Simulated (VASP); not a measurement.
# CuSi16 (a cell with a defect) in VASP: notebook

CuSi16 (a cell with a defect) is run at these levels: PBEsol; tasks: single point.

All numbers are computed with VASP 6.6.1; they aren't measurements. Logs are shortened: lines on timing, memory, paths and dates and some standing lists are left out, and cuts for length are marked.

## 1. The cell of the first run

The cell holds a defect, 17 atoms: a = 7.679 Å, b = 7.679 Å, c = 7.679 Å, α = 60.00°, β = 60.00°, γ = 60.00°.

## 2. Single point, PBEsol

Contents of INCAR:

```
SYSTEM = CuSi16
ALGO = Normal
EDIFF = 1E-7
ENCUT = 520
GGA = PS
ISIF = 2
ISMEAR = -1
LASPH = .TRUE.
LCHARG = .FALSE.
LREAL = Auto
LWAVE = .FALSE.
NBANDS = 52
NELECT = 74.0
NELM = 80
PREC = Accurate
SIGMA = 0.02
```

Contents of KPOINTS:

```
k-points
0
G
  2 2 2
  0 0 0
```

Contents of POSCAR:

```
CuSi16
1.0
    0.0000000000      5.4300000000      5.4300000000
    5.4300000000      0.0000000000      5.4300000000
    5.4300000000      5.4300000000      0.0000000000
Si Cu
16 1
Direct
    0.1918968692     -0.0080110497     -0.0568876611
    0.2880294659      0.1345119705      0.0567587477
    0.0848066298      0.0663904236      0.4232044199
    0.2209576427      0.1360405157      0.5960405157
    0.1252762431      0.5452394107     -0.0788121547
    0.2453314917      0.6243922652      0.0780939227
    0.1212338858      0.5076058932      0.4484530387
    0.2156813996      0.6917034991      0.5359944751
    0.6591620626      0.0031399632     -0.0685359116
    0.7966298343      0.1122283610      0.0524125230
    0.5963996317      0.0223480663      0.4492173112
    0.7092265193      0.1726335175      0.5473112339
    0.6206629834      0.4846224678     -0.0313996317
    0.7545764273      0.6184254144      0.1015377532
    0.5877808471      0.5304880295      0.4798987109
    0.7570902394      0.6296685083      0.5735727440
    0.7531307551      0.8003683241      0.7360405157
```

Potentials or basis: VASP PAW PBE potentials, release 64 (Si, Cu).

On the command line:

```
$ cat potpaw_PBE.64/Si/POTCAR potpaw_PBE.64/Cu/POTCAR > POTCAR
$ mpirun -np 1 vasp_std > vasp.out
```

OUTCAR:

```text
SYSTEM = CuSi16
   EDIFF = 1E-7
   ENCUT = 520
   GGA = PS
   ISIF = 2
   ISMEAR = -1
   LASPH = .TRUE.
   LREAL = Auto
   NELECT = 74.0
   NELM = 80
   PREC = Accurate

 ion  position               nearest neighbor table
   1  0.192  0.992  0.943-   2 2.22   4 2.25   6 2.36  10 2.49
   2  0.288  0.135  0.057-   1 2.22   9 2.33   3 2.36   5 2.58
   3  0.085  0.066  0.423-   8 2.35  12 2.36   2 2.36   4 2.41
   4  0.221  0.136  0.596-   1 2.25   7 2.34  11 2.36   3 2.41
   5  0.125  0.545  0.921-   6 2.25  14 2.36   8 2.43   2 2.58
   6  0.245  0.624  0.078-   5 2.25   7 2.32  13 2.36   1 2.36
   7  0.121  0.508  0.448-  16 2.28   6 2.32   8 2.33   4 2.34
   8  0.216  0.692  0.536-   7 2.33   3 2.35  15 2.38   5 2.43  17 2.92
   9  0.659  0.003  0.931-  10 2.31  17 2.31   2 2.33  14 2.43  12 2.46
  10  0.797  0.112  0.052-   9 2.31  13 2.36   1 2.49  11 2.53
  11  0.596  0.022  0.449-  12 2.27   4 2.36  17 2.46  16 2.47  10 2.53
  12  0.709  0.173  0.547-  11 2.27  15 2.28   3 2.36  17 2.40   9 2.46
  13  0.621  0.485  0.969-   6 2.36  10 2.36  16 2.48  14 2.51  17 2.53
  14  0.755  0.618  0.102-   5 2.36  15 2.39   9 2.43  17 2.43  13 2.51
  15  0.588  0.530  0.480-  12 2.28  16 2.29   8 2.38  14 2.39
  16  0.757  0.630  0.574-  17 2.20   7 2.28  15 2.29  11 2.47  13 2.48
  17  0.753  0.800  0.736-  16 2.20   9 2.31  12 2.40  14 2.43  11 2.46  13 2.53   8 2.92

  LATTYP: Found a face centered cubic cell.
 ALAT       =    10.8600000000

  Lattice vectors:

 A1 = (   0.0000000000,   5.4300000000,   5.4300000000)
 A2 = (   5.4300000000,   0.0000000000,   5.4300000000)
 A3 = (   5.4300000000,   5.4300000000,   0.0000000000)

Analysis of symmetry for initial positions (statically):
=====================================================================
 Subroutine PRICEL returns:
 Original cell was already a primitive cell.

 Routine SETGRP: Setting up the symmetry group for a
 face centered cubic supercell.

 Subroutine GETGRP returns: Found  1 space group operations
 (whereof  1 operations were pure point group operations)
 out of a pool of 48 trial point group operations.

The static configuration has the point symmetry C_1 .

Analysis of symmetry for dynamics (positions and initial velocities):
=====================================================================
 Subroutine PRICEL returns:
 Original cell was already a primitive cell.

 Routine SETGRP: Setting up the symmetry group for a
 face centered cubic supercell.

 Subroutine GETGRP returns: Found  1 space group operations
 (whereof  1 operations were pure point group operations)
 out of a pool of 48 trial point group operations.

The dynamic configuration has the point symmetry C_1 .

 Subroutine INISYM returns: Found  1 space group operations
 (whereof  1 operations are pure point group operations),
 and found     1 'primitive' translations

----------------------------------------------------------------------------------------

                                     Primitive cell

  volume of cell :     320.2060

  direct lattice vectors                    reciprocal lattice vectors
     0.000000000  5.430000000  5.430000000    -0.092081031  0.092081031  0.092081031
     5.430000000  0.000000000  5.430000000     0.092081031 -0.092081031  0.092081031
     5.430000000  5.430000000  0.000000000     0.092081031  0.092081031 -0.092081031

  length of vectors
     7.679179644  7.679179644  7.679179644     0.159489025  0.159489025  0.159489025

  position of ions in fractional coordinates (direct lattice)
     0.191896869  0.991988950  0.943112339
     0.288029466  0.134511971  0.056758748
     0.084806630  0.066390424  0.423204420
     0.220957643  0.136040516  0.596040516
     0.125276243  0.545239411  0.921187845
     0.245331492  0.624392265  0.078093923
[... 9 lines left out ...]
     0.757090239  0.629668508  0.573572744
     0.753130755  0.800368324  0.736040516

  ion indices of the primitive-cell ions
   primitive index   ion index
                 1           1
                 2           2
                 3           3
                 4           4
                 5           5
                 6           6
[... 9 lines left out ...]
                16          16
                17          17

----------------------------------------------------------------------------------------

 KPOINTS: k-points

Automatic generation of k-mesh.
 Grid dimensions read from file:
 generate k-points for:    2    2    2

 Generating k-lattice:

  Cartesian coordinates                     Fractional coordinates (reciprocal lattice)
    -0.046040516  0.046040516  0.046040516     0.500000000  0.000000000  0.000000000
     0.046040516 -0.046040516  0.046040516     0.000000000  0.500000000  0.000000000
     0.046040516  0.046040516 -0.046040516     0.000000000  0.000000000  0.500000000

  Length of vectors
     0.079744512  0.079744512  0.079744512

  Shift w.r.t. Gamma in fractional coordinates (k-lattice)
     0.000000000  0.000000000  0.000000000

 Subroutine IBZKPT returns following result:
 ===========================================

 Found      8 irreducible k-points:

 Following reciprocal coordinates:
            Coordinates               Weight
  0.000000  0.000000  0.000000      1.000000
  0.500000  0.000000  0.000000      1.000000
  0.000000  0.500000  0.000000      1.000000
  0.000000  0.000000  0.500000      1.000000
  0.500000  0.500000  0.500000      1.000000
  0.500000  0.500000  0.000000      1.000000
  0.000000  0.500000  0.500000      1.000000
  0.500000  0.000000  0.500000      1.000000
   k-points           NKPTS =      8   k-points in BZ     NKDIM =      8   number of bands    NBANDS=     52
   number of dos      NEDOS =    301   number of ions     NIONS =     17
   total plane-waves  NPLWV = 216000
   dimension x,y,z NGX =    60 NGY =   60 NGZ =   60
   dimension x,y,z NGXF=   120 NGYF=  120 NGZF=  120
   ions per type =              16   1
   NGX,Y,Z   is equivalent  to a cutoff of  12.99, 12.99, 12.99 a.u.
   NGXF,Y,Z  is equivalent  to a cutoff of  25.98, 25.98, 25.98 a.u.
 SYSTEM =  CuSi16
   PREC   = accura    normal or accurate (medium, high low for compatibility)
   ISTART =      0    job   : 0-new  1-cont  2-samecut
   ICHARG =      2    charge: 1-file 2-atom 10-const
   ISPIN  =      1    spin polarized calculation?
   LNONCOLLINEAR =      F non collinear calculations
   LSORBIT =      F    spin-orbit coupling
   LASPH  =      T    aspherical Exc in radial PAW
   ENCUT  =  520.0 eV  38.22 Ry    6.18 a.u.  14.28 14.28 14.28*2*pi/ulx,y,z
   NELM   =     80;   NELMIN=  2; NELMDL= -5     # of ELM steps
   EDIFF  = 0.1E-06   stopping-criterion for ELM
   LREAL  =      T    real-space projection
   EDIFFG = 0.1E-05   stopping-criterion for IOM
   NSW    =      0    number of steps for IOM
   IBRION =     -1    ionic relax: 0-MD 1-quasi-New 2-CG
   NFREE  =      0    steps in history (QN), initial steepest desc. (CG)
   ISIF   =      2    stress and relaxation
   ISYM   =      2    0-nonsym 1-usesym 2-fastsym
   POTIM  = 0.5000    time-step for ionic-motion
   TEBEG  =    0.0;   TEEND  =   0.0 temperature during run
   PSTRESS=    0.0 pullay stress
   NELECT =      74.0000    total number of electrons
   NUPDOWN=      -1.0000    fix difference up-down
   EMIN   =  10.00;   EMAX   =-10.00  energy-range for DOS
   EFERMI =   0.00;   METHOD = LEGACY
   ISMEAR =    -1;   SIGMA  =   0.02  broadening in eV -4-tet -1-fermi 0-gaus
   EFERMI_NEDOS =   21; number of points for ismear=-14 and -15
   IALGO  =     38    algorithm
   IMIX   =      4    mixing-type and parameters
     AMIX     =   0.40;   BMIX     =  1.00
     AMIX_MAG =   1.60;   BMIX_MAG =  1.00
  volume/ion in A,a.u.               =      18.84       127.11
  Fermi-wavevector in a.u.,A,eV,Ry     =   1.004636  1.898488 13.732283  1.009294
  Thomas-Fermi vector in A             =   2.137265
   LORBIT       =      0    0 simple, 1 ext, 2 COOP (PROOUT), +10 PAW based schemes
   GGA     = PS    functional components
   LHFCALC =     F    Hartree Fock is set to
   AEXX    =    0.0000 exact exchange contribution
   IVDW    =     0    specifies the selected vdW correction
   LEPSILON=     F    determine dielectric tensor
   LRPA    =     F    only Hartree local field effects (RPA)
 non-spin polarized calculation
  energy-cutoff  :      520.00
  volume of cell :      320.21
 maximum number of plane-waves:      8646
 NGX is ok and might be reduce to    60
   NGX = 29   NGY = 29   NGZ = 29

 number of electron      74.0000002 magnetization

 Free energy of the ion-electron system (eV)
  ---------------------------------------------------
  ext. energy  EPLUGINS =         0.00000000
  ---------------------------------------------------
  free energy    TOTEN  =       -98.69389938 eV

  energy without entropy =      -98.69375152  energy(sigma->0) =      -98.69382545

 E-fermi :   6.3199     XC(G=0):  -9.7861

 val. band max:        6.1915892905   @ k =   0.0000   0.0000   0.0000
 cond. band min:       6.4443570488   @ k =   0.0000   0.0000   0.0000
 fundamental gap:      0.2527677583
 Fermi energy:         6.3198926851

 k-point     1 :       0.0000    0.0000    0.0000
  band No.  band energies     occupation
      1      -5.9879      2.00000
      2      -3.7468      2.00000
      3      -3.6536      2.00000
      4      -3.5051      2.00000
      5      -3.3303      2.00000
      6      -2.1152      2.00000
[... 41 lines left out ...]
     48       8.3649      0.00000
     49       8.5932      0.00000

 k-point     2 :       0.5000    0.0000    0.0000
  band No.  band energies     occupation
      1      -5.3271      2.00000
      2      -5.0428      2.00000
      3      -3.4005      2.00000
      4      -3.3535      2.00000
      5      -3.3154      2.00000
      6      -3.0830      2.00000
[... 304 lines left out ...]
 k-point     8 :       0.5000    0.0000    0.5000
  band No.  band energies     occupation
      1      -5.1156      2.00000
      2      -4.6974      2.00000
      3      -4.0832      2.00000
      4      -3.9540      2.00000
      5      -3.7197      2.00000
      6      -3.6338      2.00000
[... 41 lines left out ...]
     48      10.2561      0.00000
     49      10.3866      0.00000
 [bands above 49 left out]

------------------------ aborting loop because EDIFF is reached ----------------------------------------

  FORCE on cell =-STRESS in cart. coord.  units (eV):
  Direction    XX          YY          ZZ          XY          YZ          ZX
  --------------------------------------------------------------------------------------
  -------------------------------------------------------------------------------------
  Total       -4.3640731     -7.8589415     -6.8150733      3.3195342      2.7733701      3.6617179
  in kB      -21.8360012    -39.3228650    -34.0997840     16.6095646     13.8767870     18.3217091
  external PRESSURE =     -31.7528834 kB  Pullay stress =       0.0000000 kB

 VOLUME and BASIS-vectors are now :
 -----------------------------------------------------------------------------
  energy-cutoff  :      520.00
  volume of cell :      320.21
      direct lattice vectors                 reciprocal lattice vectors
     0.000000000  5.430000000  5.430000000    -0.092081031  0.092081031  0.092081031
     5.430000000  0.000000000  5.430000000     0.092081031 -0.092081031  0.092081031
     5.430000000  5.430000000  0.000000000     0.092081031  0.092081031 -0.092081031

 POSITION                                       TOTAL-FORCE (eV/Angst)
 -----------------------------------------------------------------------------------
     10.50760      6.16310      6.42850         0.178483     -0.924304     -2.035284
      1.03860      1.87220      2.29440         1.829123     -0.322472      1.373294
      2.65850      2.75850      0.82100        -0.155830      0.529851      0.114072
      3.97520      4.43630      1.93850        -1.096586     -0.702651      0.639201
      7.96270      5.68230      3.64090        -1.236143     -0.153259     -1.247386
      3.81450      1.75620      4.72260        -0.008028      0.575401      0.973674
[... 9 lines left out ...]
      6.53360      7.22550      7.53010         0.076571     -0.544723     -0.801571
      8.34270      8.08620      8.43550         0.475528      0.380982     -0.061145
 -----------------------------------------------------------------------------------
    total drift:                                0.007648     -0.004871      0.007403

  FREE ENERGIE OF THE ION-ELECTRON SYSTEM (eV)
  ---------------------------------------------------
  free  energy   TOTEN  =       -98.6938993787 eV

  energy  without entropy=      -98.6937515199  energy(sigma->0) =      -98.69382545
```

Run time: 3.7 min. Hardware: 1 thread of Intel Xeon 6975P-C (Granite Rapids), shared host; peak memory 0.49 GiB.

What came out:

```yaml
Free_energy: -98.6939 eV
Largest_force: 2.310 eV/Å
```

Forces in eV/Å, atoms in the order of the input:
```
Si   0.178 -0.924 -2.035
Si   1.829 -0.322  1.373
Si  -0.156  0.530  0.114
Si  -1.097 -0.703  0.639
Si  -1.236 -0.153 -1.247
Si  -0.008  0.575  0.974
Si  -0.136  0.162  0.200
Si   0.534  0.945 -0.398
Si   0.538  0.030 -0.144
Si   0.718  0.925  0.043
Si  -1.431 -0.876  0.156
Si   0.009  1.100  0.270
Si   0.171  0.470  0.728
Si  -0.511 -0.378 -0.233
Si   0.045 -1.217  0.423
Si   0.077 -0.545 -0.802
Cu   0.476  0.381 -0.061
```

Levels at points of the mesh, in eV from the Fermi level:
```csv
k point,band 35,band 36,band 37,band 38,band 39,band 40
"(0.00, 0.00, 0.00)",-0.53,-0.32,-0.13,0.12,0.26,0.39
"(0.50, 0.00, 0.00)",-0.68,-0.66,-0.16,0.55,0.75,1.14
"(0.00, 0.50, 0.00)",-0.86,-0.63,-0.55,0.41,0.74,1.03
"(0.00, 0.00, 0.50)",-0.90,-0.85,-0.44,0.43,0.79,0.94
"(0.50, 0.50, 0.50)",-0.80,-0.66,-0.48,0.59,0.93,1.04
"(0.50, 0.50, 0.00)",-1.38,-1.20,-0.93,0.67,0.90,1.63
"(0.00, 0.50, 0.50)",-1.36,-1.26,-0.87,0.56,0.94,1.60
"(0.50, 0.00, 0.50)",-1.40,-1.11,-0.96,0.51,0.83,1.76
```

Caveat: the k points lie up to 0.50 Å⁻¹ apart; the cell carries a net charge on a neutralising background, which shifts energy and pressure; the cell is charged against a uniform background, so pressure and absolute levels hang on convention; the atoms stand as in a frame of molecular dynamics; the PAW data sets were made with another functional, which shifts forces and pressure a little.

## 3. Single point, PBEsol

Contents of INCAR:

```
SYSTEM = CuSi16
PREC     = Accurate       ! precision mode
ENCUT    = 520            ! plane-wave cutoff, eV
EDIFF    = 1E-7           ! SCF threshold, eV
ISMEAR   = -1             ! smearing method
SIGMA    = 0.02           ! smearing width, eV
LREAL    = Auto         
LASPH    = .True.         ! aspherical terms in the spheres
NELM     = 100            ! most SCF steps
ALGO     = Normal         ! electronic algorithm
ISIF     = 2              ! what is computed and relaxed
LWAVE    = .False.        ! write WAVECAR
LCHARG   = .True.         ! write CHGCAR
GGA      = PS             ! functional
LELF     = .True.         ! ELF
LVHAR    = .True.       
NBANDS   = 52             ! bands
NELECT   = 74.0
```

Contents of KPOINTS:

```
Automatic mesh
0
Gamma
  2 2 2
  0 0 0
```

Contents of POSCAR:

```
CuSi16
1.0
    0.0000000000      5.4300000000      5.4300000000
    5.4300000000      0.0000000000      5.4300000000
    5.4300000000      5.4300000000      0.0000000000
Si Cu
16 1
Direct
    0.1380386740      0.0191988950     -0.0591252302
    0.2603222836      0.1438766114      0.0722007366
    0.1113259669      0.0233885820      0.4551933702
    0.2651104972      0.1369889503      0.5561602210
    0.0944567219      0.5314180479     -0.0338121547
    0.2090607735      0.6397237569      0.1076611418
    0.1036464088      0.4816206262      0.4727992634
    0.2199723757      0.6503959484      0.5997697974
    0.6462246777      0.0000552486     -0.0432228361
    0.7732780847      0.1706813996      0.0409208103
    0.6322928177      0.0414825046      0.4118139963
    0.7462338858      0.1632688766      0.5689594843
    0.5911878453      0.5214456722     -0.0593462247
    0.7193186004      0.6394290976      0.0927071823
    0.5927992634      0.5085635359      0.4669797422
    0.7402854512      0.6429742173      0.5558471455
    0.8111233886      0.7813259669      0.6924309392
```

Potentials or basis: VASP PAW PBE potentials, release 64 (Si, Cu).

On the command line:

```
$ cat potpaw_PBE.64/Si/POTCAR potpaw_PBE.64/Cu/POTCAR > POTCAR
$ mpirun -np 1 vasp_std > vasp.out
```

Wall time 4.3 min (1 thread of Intel Xeon 6975P-C (Granite Rapids), shared host); peak memory 0.48 GiB.

Results (log left out):

| Property | Result |
| --- | --- |
| Free energy | -98.8887 eV |
| Largest force | 2.542 eV/Å |

Forces on the atoms (eV/Å):
```
Si  -0.330  0.506  0.290
Si   0.248 -0.049  0.171
Si  -0.967 -0.206  0.747
Si  -0.349  1.418 -1.325
Si  -0.673  0.587 -1.077
Si  -0.227 -0.093  1.406
Si   1.765 -0.294  1.805
Si  -0.688 -0.751 -0.495
Si   1.077 -1.113  0.439
Si  -0.758  0.301 -1.105
Si  -0.217  0.828 -0.094
Si  -1.041  1.087 -1.680
Si   1.121 -0.441  0.762
Si  -0.925  0.112 -0.315
Si   1.231 -1.385  0.938
Si  -0.102 -1.014 -0.816
Cu   0.836  0.509  0.348
```

Levels at points of the mesh, in eV from the Fermi level:
```csv
k point,band 33,band 34,band 35,band 36,band 37,band 38,band 39,band 40,band 41,band 42
"(0.00, 0.00, 0.00)",-0.89,-0.87,-0.56,-0.24,-0.13,0.13,0.32,0.47,0.55,0.64
"(0.50, 0.00, 0.00)",-1.82,-0.92,-0.73,-0.66,-0.38,0.41,0.81,0.94,1.35,1.41
"(0.00, 0.50, 0.00)",-1.96,-0.88,-0.82,-0.67,-0.49,0.63,1.00,1.11,1.22,1.42
"(0.00, 0.00, 0.50)",-1.85,-1.13,-0.71,-0.68,-0.58,0.43,0.98,1.09,1.18,1.26
"(0.50, 0.50, 0.50)",-1.96,-1.04,-0.94,-0.74,-0.63,0.47,0.80,1.09,1.17,1.29
"(0.50, 0.50, 0.00)",-1.74,-1.59,-1.28,-1.24,-0.94,0.57,0.86,1.86,1.96,2.06
"(0.00, 0.50, 0.50)",-1.74,-1.52,-1.34,-1.19,-0.98,0.56,0.96,1.80,2.00,2.05
"(0.50, 0.00, 0.50)",-1.73,-1.53,-1.33,-1.23,-0.87,0.60,0.89,1.83,1.94,2.03
```

Caveat: the k points lie up to 0.50 Å⁻¹ apart; the cell carries a net charge on a neutralising background, which shifts energy and pressure; the cell is charged against a uniform background, so pressure and absolute levels hang on convention; the atoms stand as in a frame of molecular dynamics; the PAW data sets were made with another functional, which shifts forces and pressure a little.
